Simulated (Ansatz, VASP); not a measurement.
# AsSe2: VASP beside Ansatz

```
As Se
1.0
     0.00000    3.29482    3.29482
     3.29482    0.00000    3.29482
     3.29482    3.29482    0.00000
As Se
1 2
Direct
  0.00000 0.00000 0.00000
  0.25000 0.25000 0.25000
  0.75000 0.75000 0.75000
```

Change from the starting cell: species swapped into the Al2Pt type (Fm-3m, No. 225).

Alike in both runs: functional PBE; k mesh 4 × 4 × 4; occupations gaussian, width 0.1 eV; no spin polarisation.

Ansatz relaxed the structure, and its values are those at the end. VASP's run is a single point on that final structure, the one shown.

|  | VASP | Ansatz |
| --- | --- | --- |
| version | VASP 6.6.1 | Ansatz 0.2.0 |
| potentials or method | VASP PAW PBE potentials, release 64 (As, Se), cutoff 520 eV | scalar-relativistic, plane waves, PAW |
| valence electrons in the cell | 17 | 47 |

VASP gave:

- gap on the k mesh at the Fermi level (eV): none
- pressure (GPa): 0.0

**Question.** Which values does Ansatz return?

**Answer.** gap on the k mesh at the Fermi level (eV): none; pressure (GPa): -0.1.

A gap of «none» marks a metal or a gap that the smearing closes. VASP's potentials hold 17 valence electrons a cell and Ansatz's 47, so a difference there can come from the potentials and not from the codes.

The k mesh is coarse, so the values compare programs but aren't converged.
